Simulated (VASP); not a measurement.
# Ta (Im-3m) in VASP: a series of runs

Runs on Ta. Level: PBE. Tasks: single point.

Everything below comes from runs of VASP 6.6.1. Logs are shortened: lines on timing, memory, paths and dates and some standing lists are left out, and cuts for length are marked.

### 1 The cell of the first run

Symmetry: Im-3m, No. 229, cubic system. Conventional cell: a = 3.279 Å, b = 3.279 Å, c = 3.279 Å, α = 90.00°, β = 90.00°, γ = 90.00°. Ta (site symmetry m-3m) has 14 Ta at 2.84 to 3.28 Å within 3.7 Å.

### 2 Single point, PBE

INCAR

```
PREC = Accurate
ENCUT = 500
EDIFF = 1E-6
ISMEAR = 1
SIGMA = 0.1
LREAL = False
LASPH = True
NELM = 120
ALGO = Normal
ISIF = 2
LWAVE = False
LCHARG = True
GGA = PE
LELF = True
LVHAR = True
NBANDS = 12
GGA_COMPAT = False
```

KPOINTS

```
regular mesh
0
Gamma
  14 14 14
```

POSCAR

```
Ta
1.0
   -1.6393425900      1.6393425900      1.6393425900
    1.6393425900     -1.6393425900      1.6393425900
    1.6393425900      1.6393425900     -1.6393425900
Ta
1
Direct
    0.0000000000      0.0000000000      0.0000000000
```

Potentials or basis: VASP PAW PBE potentials, release 64 (Ta_pv).

The run is started by

```console
$ cat potpaw_PBE.64/Ta_pv/POTCAR > POTCAR
$ mpirun -np 1 vasp_std > vasp.out
```

OUTCAR:

```text
PREC = Accurate
   ENCUT = 500
   EDIFF = 1E-6
   ISMEAR = 1
   LREAL = False
   LASPH = True
   NELM = 120
   ISIF = 2
   GGA = PE

 ion  position               nearest neighbor table
   1  0.000  0.000  0.000-

  LATTYP: Found a body centered cubic cell.
 ALAT       =     3.2786851800

  Lattice vectors:

 A1 = (  -1.6393425900,   1.6393425900,   1.6393425900)
 A2 = (   1.6393425900,  -1.6393425900,   1.6393425900)
 A3 = (   1.6393425900,   1.6393425900,  -1.6393425900)

Analysis of symmetry for initial positions (statically):
=====================================================================
 Subroutine PRICEL returns:
 Original cell was already a primitive cell.

 Routine SETGRP: Setting up the symmetry group for a
 body centered cubic supercell.

 Subroutine GETGRP returns: Found 48 space group operations
 (whereof 48 operations were pure point group operations)
 out of a pool of 48 trial point group operations.

The static configuration has the point symmetry O_h .

Analysis of symmetry for dynamics (positions and initial velocities):
=====================================================================
 Subroutine PRICEL returns:
 Original cell was already a primitive cell.

 Routine SETGRP: Setting up the symmetry group for a
 body centered cubic supercell.

 Subroutine GETGRP returns: Found 48 space group operations
 (whereof 48 operations were pure point group operations)
 out of a pool of 48 trial point group operations.

The dynamic configuration has the point symmetry O_h .

 Subroutine INISYM returns: Found 48 space group operations
 (whereof 48 operations are pure point group operations),
 and found     1 'primitive' translations

----------------------------------------------------------------------------------------

                                     Primitive cell

  volume of cell :      17.6226

  direct lattice vectors                    reciprocal lattice vectors
    -1.639342590  1.639342590  1.639342590     0.000000000  0.305000311  0.305000311
     1.639342590 -1.639342590  1.639342590     0.305000311  0.000000000  0.305000311
     1.639342590  1.639342590 -1.639342590     0.305000311  0.305000311  0.000000000

  length of vectors
     2.839424657  2.839424657  2.839424657     0.431335577  0.431335577  0.431335577

  position of ions in fractional coordinates (direct lattice)
     0.000000000  0.000000000  0.000000000

  ion indices of the primitive-cell ions
   primitive index   ion index
                 1           1

----------------------------------------------------------------------------------------

 KPOINTS: regular mesh

Automatic generation of k-mesh.
 Grid dimensions read from file:
 generate k-points for:   14   14   14

 Generating k-lattice:

  Cartesian coordinates                     Fractional coordinates (reciprocal lattice)
     0.000000000  0.021785737  0.021785737     0.071428571  0.000000000  0.000000000
     0.021785737  0.000000000  0.021785737     0.000000000  0.071428571  0.000000000
     0.021785737  0.021785737  0.000000000     0.000000000  0.000000000  0.071428571

  Length of vectors
     0.030809684  0.030809684  0.030809684

  Shift w.r.t. Gamma in fractional coordinates (k-lattice)
     0.000000000  0.000000000  0.000000000

 Subroutine IBZKPT returns following result:
 ===========================================

 Found    104 irreducible k-points:

 Following reciprocal coordinates:
            Coordinates               Weight
  0.000000  0.000000  0.000000      1.000000
  0.071429  0.000000  0.000000     12.000000
  0.142857  0.000000  0.000000     12.000000
  0.214286  0.000000  0.000000     12.000000
  0.285714  0.000000  0.000000     12.000000
  0.357143  0.000000  0.000000     12.000000
[... 16 lines left out ...]
  0.285714  0.285714  0.000000     24.000000
  0.357143  0.285714  0.000000     24.000000
 [... further k-points ...]
   k-points           NKPTS =    104   k-points in BZ     NKDIM =    104   number of bands    NBANDS=     12
   number of dos      NEDOS =    301   number of ions     NIONS =      1
   total plane-waves  NPLWV =  13824
   dimension x,y,z NGX =    24 NGY =   24 NGZ =   24
   dimension x,y,z NGXF=    48 NGYF=   48 NGZF=   48
   ions per type =               1
   NGX,Y,Z   is equivalent  to a cutoff of  14.05, 14.05, 14.05 a.u.
   NGXF,Y,Z  is equivalent  to a cutoff of  28.10, 28.10, 28.10 a.u.
 SYSTEM =  unknown system
   PREC   = accura    normal or accurate (medium, high low for compatibility)
   ISTART =      0    job   : 0-new  1-cont  2-samecut
   ICHARG =      2    charge: 1-file 2-atom 10-const
   ISPIN  =      1    spin polarized calculation?
   LNONCOLLINEAR =      F non collinear calculations
   LSORBIT =      F    spin-orbit coupling
   LASPH  =      T    aspherical Exc in radial PAW
   ENCUT  =  500.0 eV  36.75 Ry    6.06 a.u.   5.18  5.18  5.18*2*pi/ulx,y,z
   NELM   =    120;   NELMIN=  2; NELMDL= -5     # of ELM steps
   EDIFF  = 0.1E-05   stopping-criterion for ELM
   LREAL  =      F    real-space projection
   EDIFFG = 0.1E-04   stopping-criterion for IOM
   NSW    =      0    number of steps for IOM
   IBRION =     -1    ionic relax: 0-MD 1-quasi-New 2-CG
   NFREE  =      0    steps in history (QN), initial steepest desc. (CG)
   ISIF   =      2    stress and relaxation
   ISYM   =      2    0-nonsym 1-usesym 2-fastsym
   POTIM  = 0.5000    time-step for ionic-motion
   TEBEG  =    0.0;   TEEND  =   0.0 temperature during run
   PSTRESS=    0.0 pullay stress
   NELECT =      11.0000    total number of electrons
   NUPDOWN=      -1.0000    fix difference up-down
   EMIN   =  10.00;   EMAX   =-10.00  energy-range for DOS
   EFERMI =   0.00;   METHOD = LEGACY
   ISMEAR =     1;   SIGMA  =   0.10  broadening in eV -4-tet -1-fermi 0-gaus
   EFERMI_NEDOS =   21; number of points for ismear=-14 and -15
   IALGO  =     38    algorithm
   IMIX   =      4    mixing-type and parameters
     AMIX     =   0.40;   BMIX     =  1.00
     AMIX_MAG =   1.60;   BMIX_MAG =  1.00
  volume/ion in A,a.u.               =      17.62       118.92
  Fermi-wavevector in a.u.,A,eV,Ry     =   1.399102  2.643919 26.633215  1.957486
  Thomas-Fermi vector in A             =   2.522194
   LORBIT       =      0    0 simple, 1 ext, 2 COOP (PROOUT), +10 PAW based schemes
   GGA     = PE    functional components
   LHFCALC =     F    Hartree Fock is set to
   AEXX    =    0.0000 exact exchange contribution
   IVDW    =     0    specifies the selected vdW correction
   LEPSILON=     F    determine dielectric tensor
   LRPA    =     F    only Hartree local field effects (RPA)
 non-spin polarized calculation
 Methfessel and Paxton  Order N= 1 SIGMA  =   0.10
  energy-cutoff  :      500.00
  volume of cell :       17.62
 maximum number of plane-waves:       466
 NGX is ok and might be reduce to    24
   NGX = 11   NGY = 11   NGZ = 11

 number of electron      11.0000002 magnetization

 Free energy of the ion-electron system (eV)
  ---------------------------------------------------
  ext. energy  EPLUGINS =         0.00000000
  ---------------------------------------------------
  free energy    TOTEN  =       -11.80264548 eV

  energy without entropy =      -11.80305517  energy(sigma->0) =      -11.80278204

 E-fermi :   5.6286     XC(G=0): -12.7314

 val. band max:        5.6081018972   @ k =  -0.3571   0.4286   0.1429
 cond. band min:       5.6554019200   @ k =   0.0714   0.0714   0.0714
 fundamental gap:      0.0473000228
 Fermi energy:         5.6285927034

 k-point     1 :       0.0000    0.0000    0.0000
  band No.  band energies     occupation
      1     -27.3264      2.00000
      2     -27.3264      2.00000
      3     -27.3264      2.00000
      4      -2.3349      2.00000
      5       6.3956     -0.00000
      6       6.3956     -0.00000
      7       6.3956     -0.00000
      8       9.7476      0.00000
      9       9.7476      0.00000
     10      20.7795      0.00000
     11      20.7795      0.00000
     12      20.7795      0.00000

 k-point     2 :       0.0714    0.0000    0.0000
  band No.  band energies     occupation
      1     -27.3946      2.00000
      2     -27.3472      2.00000
      3     -27.3268      2.00000
      4      -2.1010      2.00000
      5       6.2430     -0.00000
      6       6.3491     -0.00000
      7       6.6253     -0.00000
      8       9.5046      0.00000
      9       9.7478      0.00000
     10      20.4287      0.00000
     11      20.9903      0.00000
     12      21.1885      0.00000

 k-point     3 :       0.1429    0.0000    0.0000
  band No.  band energies     occupation
      1     -27.5821      2.00000
      2     -27.4052      2.00000
      3     -27.3280      2.00000
      4      -1.4417      2.00000
      5       5.8449     -0.00910
      6       6.1339     -0.00000
      7       7.3032     -0.00000
      8       9.1154      0.00000
      9       9.7696      0.00000
     10      20.4283      0.00000
     11      21.4404      0.00000
     12      22.3506      0.00000
[... 286 lines left out ...]
 k-point    23 :       0.2857    0.2857    0.0000
  band No.  band energies     occupation
      1     -28.3422      2.00000
      2     -28.0079      2.00000
      3     -27.4778      2.00000
      4       2.9062      2.00000
      5       4.2302      2.00000
      6       5.0990      2.00000
      7       9.7438      0.00000
      8      10.5578      0.00000
      9      15.6609      0.00000
     10      15.8924      0.00000
     11      19.8302      0.00000
     12      20.4342      0.00000

 k-point    24 :       0.3571    0.2857    0.0000
  band No.  band energies     occupation
      1     -28.2941      2.00000
      2     -28.1016      2.00000
      3     -27.4844      2.00000
      4       3.0417      2.00000
      5       4.3814      2.00000
      6       4.9633      2.00000
      7       9.9848      0.00000
      8      10.5796      0.00000
      9      14.8730      0.00000
     10      17.0389      0.00000
     11      18.8520      0.00000
     12      20.4339      0.00000

 [... further k-points ...]

------------------------ aborting loop because EDIFF is reached ----------------------------------------

  FORCE on cell =-STRESS in cart. coord.  units (eV):
  Direction    XX          YY          ZZ          XY          YZ          ZX
  --------------------------------------------------------------------------------------
  -------------------------------------------------------------------------------------
  Total        0.8966304      0.8966304      0.8966304     -0.0000000     -0.0000000      0.0000000
  in kB       81.5182551     81.5182551     81.5182551     -0.0000000     -0.0000000      0.0000000
  external PRESSURE =      81.5182551 kB  Pullay stress =       0.0000000 kB

 VOLUME and BASIS-vectors are now :
 -----------------------------------------------------------------------------
  energy-cutoff  :      500.00
  volume of cell :       17.62
      direct lattice vectors                 reciprocal lattice vectors
    -1.639342590  1.639342590  1.639342590     0.000000000  0.305000311  0.305000311
     1.639342590 -1.639342590  1.639342590     0.305000311  0.000000000  0.305000311
     1.639342590  1.639342590 -1.639342590     0.305000311  0.305000311  0.000000000

 POSITION                                       TOTAL-FORCE (eV/Angst)
 -----------------------------------------------------------------------------------
      0.00000      0.00000      0.00000         0.000000      0.000000      0.000000
 -----------------------------------------------------------------------------------
    total drift:                                0.000000      0.000000      0.000000

  FREE ENERGIE OF THE ION-ELECTRON SYSTEM (eV)
  ---------------------------------------------------
  free  energy   TOTEN  =       -11.8026454753 eV

  energy  without entropy=      -11.8030551711  energy(sigma->0) =      -11.80278204
```

Wall time 6.1 s (1 thread of Intel Xeon 6975P-C (Granite Rapids), shared host); peak memory 0.15 GiB.

What came out:

* Free energy: -11.8026 eV
* Pressure: 8.2 GPa
* Band gap on the k mesh: zero (an odd number of electrons rules out a gap without spin polarisation)

Caveat: the cell stands under pressure; spin-orbit coupling is left out, which moves the levels of the heavy elements.

(Continued in part 2 of 2.)
